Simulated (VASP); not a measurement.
# Ge in VASP: settings compared, part 2 of 2

VASP 6.6.1. The steps go on from the part before.

### 5 Single point, r2SCAN (epitaxial 111 strain -3.0%)

The input, POSCAR:

```
Ge
1.0
    0.0766219577      2.8283892642      2.8283892642
    2.8283892642      0.0766219577      2.8283892642
    2.8283892642      2.8283892642      0.0766219577
Ge
2
Direct
    0.0017094592      0.0017094592      0.0017094592
    0.2482905408      0.2482905408      0.2482905408
```

The input, INCAR.step1:

```
SYSTEM = Ge
  PREC = Accurate
  ENCUT = 520
  ISMEAR = -1
  SIGMA = 0.02
  LREAL = .False.
  LASPH = .True.
  NELM = 100
  NBANDS = 21
  GGA = PE
  ALGO = Normal
  EDIFF = 1E-4
  LWAVE = .True.
  LCHARG = .False.
```

The input, INCAR.step2:

```
SYSTEM = Ge
  PREC = Accurate
  ENCUT = 520
  EDIFF = 1E-7
  ISMEAR = -1
  SIGMA = 0.02
  LREAL = .False.
  LASPH = .True.
  NELM = 100
  ALGO = Normal
  ISIF = 2
  LWAVE = .False.
  LCHARG = .False.
  METAGGA = R2SCAN
  LMIXTAU = .True.
  NBANDS = 21
  ISTART = 1
```

The input, KPOINTS:

```
regular mesh
0
Gamma
  8 8 8
  0 0 0
```

On the command line:

```
$ cat potpaw_PBE.64/Ge_d/POTCAR > POTCAR
$ cp INCAR.step1 INCAR
$ mpirun -np 1 vasp_std > vasp.out
$ cp INCAR.step2 INCAR
$ mpirun -np 1 vasp_std > vasp.out
```

It took 3.4 min on 1 thread of Intel Xeon Platinum 8375C at 2.90GHz (Ice Lake), shared host; peak memory 0.19 GiB.

The run converged. Its results:

| Quantity | Value |
| --- | --- |
| Free energy | -27.6848 eV |
| Pressure | 4.2 GPa |
| Largest force | 0.009 eV/Å |
| Band gap on the k mesh | 0.28 eV, indirect (least direct gap 0.53 eV) |

Forces in eV/Å, atoms in the order of the input:
```
Ge   0.005  0.005  0.005
Ge  -0.005 -0.005 -0.005
```

Stress tensor (GPa, compression positive):
```
 4.19 -2.06 -2.06
-2.06  4.19 -2.06
-2.06 -2.06  4.19
```

Levels at points of the mesh, in eV from the valence-band top:
```csv
k point,band 10,band 11,band 12,band 13,band 14,band 15,band 16,band 17,band 18,band 19
"(0.00, 0.00, 0.00)",-25.39,-13.78,-0.42,0.00,0.00,0.53,2.47,2.74,2.74,7.08
"(0.50, 0.00, 0.00)",-25.36,-11.41,-8.20,-1.86,-1.67,0.28,3.75,3.90,7.46,10.89
"(0.50, 0.50, 0.00)",-25.34,-9.59,-9.46,-3.69,-3.34,0.54,1.02,10.19,10.26,12.52
"(0.50, 0.50, 0.50)",-25.36,-11.69,-8.28,-1.45,-1.45,0.93,4.07,4.07,7.83,11.18
```

Caveat: the cell differs from its parent crystal (epitaxial 111 strain -3.0%); the PAW data sets were made with another functional, which shifts forces and pressure a little.

### 6 Single point, r2SCAN (shear xy strain +4.0%)

The input, POSCAR:

```
Ge
1.0
    0.0567374702      2.8368735118      2.8368735118
    2.8368735118      0.0567374702      2.8368735118
    2.8936109821      2.8936109821      0.0000000001
Ge
2
Direct
    0.0024595096      0.0024595096     -0.0024595096
    0.2475404904      0.2475404904      0.2524595096
```

The input, INCAR.step1:

```
SYSTEM = Ge
ALGO = Normal ; EDIFF = 1E-4
ENCUT = 520 ; GGA = PE
ISMEAR = -1 ; LASPH = .TRUE.
LCHARG = .FALSE. ; LREAL = .FALSE.
LWAVE = .TRUE. ; NBANDS = 21
NELM = 80 ; PREC = Accurate
SIGMA = 0.02
```

The input, INCAR.step2:

```
SYSTEM = Ge
ALGO = Normal ; EDIFF = 1E-7
ENCUT = 520 ; ISIF = 2
ISMEAR = -1 ; ISTART = 1
LASPH = .TRUE. ; LCHARG = .FALSE.
LMIXTAU = .TRUE. ; LREAL = .FALSE.
LWAVE = .FALSE. ; METAGGA = R2SCAN
NBANDS = 21 ; NELM = 80
PREC = Accurate ; SIGMA = 0.02
```

The input, KPOINTS:

```
k-points
0
G
  8 8 8
  0 0 0
```

Potentials or basis: VASP PAW PBE potentials, release 64 (Ge_d).

On the command line:

```
$ cat potpaw_PBE.64/Ge_d/POTCAR > POTCAR
$ cp INCAR.step1 INCAR
$ mpirun -np 1 vasp_std > vasp.out
$ cp INCAR.step2 INCAR
$ mpirun -np 1 vasp_std > vasp.out
```

OUTCAR:

```text
SYSTEM = Ge
   EDIFF = 1E-7
   ENCUT = 520
   ISIF = 2
   ISMEAR = -1
   ISTART = 1
   LASPH = .TRUE.
   LREAL = .FALSE.
   METAGGA = R2SCAN
   NELM = 80
   PREC = Accurate

 ion  position               nearest neighbor table
   1  0.002  0.002  0.998-   2 2.44   2 2.44   2 2.47   2 2.47
   2  0.248  0.248  0.252-   1 2.44   1 2.44   1 2.47   1 2.47

  LATTYP: Found a body centered orthorhombic cell.
 ALAT       =     3.9317060953
 B/A-ratio  =     1.0408163265
 C/A-ratio  =     1.4430750636

  Lattice vectors:

 A1 = (   2.8368735119,   0.0567374703,  -2.8368735117)
 A2 = (  -2.8368735118,  -0.0567374702,  -2.8368735118)
 A3 = (   0.0567374702,   2.8368735118,   2.8368735118)

Analysis of symmetry for initial positions (statically):
=====================================================================
 Subroutine PRICEL returns:
 Original cell was already a primitive cell.

 Routine SETGRP: Setting up the symmetry group for a
 body centered orthorhombic supercell.

 Subroutine GETGRP returns: Found  8 space group operations
 (whereof  4 operations were pure point group operations)
 out of a pool of  8 trial point group operations.

[... 157 lines left out ...]
  ---------------------------------------------------
  ext. energy  EPLUGINS =         0.00000000
  ---------------------------------------------------
  free energy    TOTEN  =       -27.72091220 eV

  energy without entropy =      -27.72076129  energy(sigma->0) =      -27.72083675

 E-fermi :   4.8971     XC(G=0): -10.7774

 val. band max:        4.7081020283   @ k =   0.0000   0.0000   0.0000
 cond. band min:       4.9001856566   @ k =   0.0000   0.0000   0.0000
 fundamental gap:      0.1920836283
 Fermi energy:         4.8970842322

 k-point     1 :       0.0000    0.0000    0.0000
  band No.  band energies     occupation
      1     -20.7750      2.00000
      2     -20.7600      2.00000
      3     -20.7435      2.00000
      4     -20.7208      2.00000
      5     -20.7202      2.00000
      6     -20.5255      2.00000
[... 565 lines left out ...]
     20      14.3185      0.00000
     21      14.7438      0.00000

 [... further k-points ...]
[... 5 lines left out ...]
  --------------------------------------------------------------------------------------
  -------------------------------------------------------------------------------------
  Total        0.0379225      0.0379225      0.0154661     -0.7502433     -0.0000000     -0.0000000
  in kB        1.3311635      1.3311635      0.5428944    -26.3351970     -0.0000000     -0.0000000
  external PRESSURE =       1.0684071 kB  Pullay stress =       0.0000000 kB

 VOLUME and BASIS-vectors are now :
 -----------------------------------------------------------------------------
  energy-cutoff  :      520.00
  volume of cell :       45.64
      direct lattice vectors                 reciprocal lattice vectors
     0.056737470  2.836873512  2.836873512    -0.179847314  0.179847314  0.176250368
     2.836873512  0.056737470  2.836873512     0.179847314 -0.179847314  0.176250368
     2.893610982  2.893610982  0.000000000     0.172794478  0.172794478 -0.176250368

 POSITION                                       TOTAL-FORCE (eV/Angst)
 -----------------------------------------------------------------------------------
      2.89361      2.89361      0.01395        -0.000000     -0.000000      0.011456
      1.44681      1.44681      1.40448         0.000000      0.000000     -0.011456
 -----------------------------------------------------------------------------------
    total drift:                               -0.000000     -0.000000      0.000000

  FREE ENERGIE OF THE ION-ELECTRON SYSTEM (eV)
  ---------------------------------------------------
  free  energy   TOTEN  =       -27.7209121968 eV

  energy  without entropy=      -27.7207612939  energy(sigma->0) =      -27.72083675
```

It took 6.5 min on 1 thread of Intel Xeon Platinum 8375C at 2.90GHz (Ice Lake), shared host; peak memory 0.21 GiB.

What came out:

| Quantity | Value |
| --- | --- |
| Free energy | -27.7209 eV |
| Pressure | 0.1 GPa |
| Largest force | 0.011 eV/Å |

Forces in eV/Å, atoms in the order of the input:
```
Ge   0.000  0.000  0.011
Ge   0.000  0.000 -0.011
```

Stress tensor (GPa, compression positive):
```
 0.13 -2.63  0.00
-2.63  0.13  0.00
 0.00  0.00  0.05
```

Levels at points of the mesh, in eV from the Fermi level:
```csv
k point,band 12,band 13,band 14,band 15,band 16,band 17
"(0.00, 0.00, 0.00)",-0.33,-0.19,0.00,0.08,2.34,2.62
"(0.50, 0.00, 0.00)",-7.98,-1.80,-1.70,0.02,3.68,3.80
"(0.50, 0.50, 0.00)",-9.26,-3.60,-3.12,0.48,1.15,9.74
"(0.00, 0.00, 0.50)",-8.02,-1.60,-1.47,0.46,3.85,3.98
"(0.50, 0.00, 0.50)",-9.35,-3.37,-3.37,0.81,0.81,9.75
```

Caveat: the cell differs from its parent crystal (shear xy strain +4.0%); the PAW data sets were made with another functional, which shifts forces and pressure a little.

### 7 The runs side by side

```tsv
level	cell	gap on the mesh (eV)	pressure (GPa)	largest force (eV/Å)
PBE	a = 4.001 Å, angles 58.2°, 2 atoms	0.02	7.1	0.06
r2SCAN	a = 4.018, b = 4.018, c = 4.052 Å, angles 59.7, 59.7, 60.6°, 2 atoms	0.11	-0.9	-
PBE	a = 4.012, b = 4.012, c = 4.092 Å, angles 59.3, 59.3, 58.7°, 2 atoms	none	3.1	0.05
r2SCAN	a = 4.001 Å, angles 58.2°, 2 atoms	0.28	4.2	0.01
r2SCAN	a = 4.012, b = 4.012, c = 4.092 Å, angles 59.3, 59.3, 58.7°, 2 atoms	-	0.1	0.01
```

Alike in all rows: task single point; potentials or basis VASP PAW PBE potentials, release 64 (Ge_d); no spin polarisation; k mesh 8 × 8 × 8; cutoff (eV) 520; smearing fermi-dirac 0.02 eV.

Caveats: the PAW data sets were made with another functional, which shifts forces and pressure a little (some runs).

Total energies depend on the potentials used, so only differences within one code and one set of settings carry meaning.
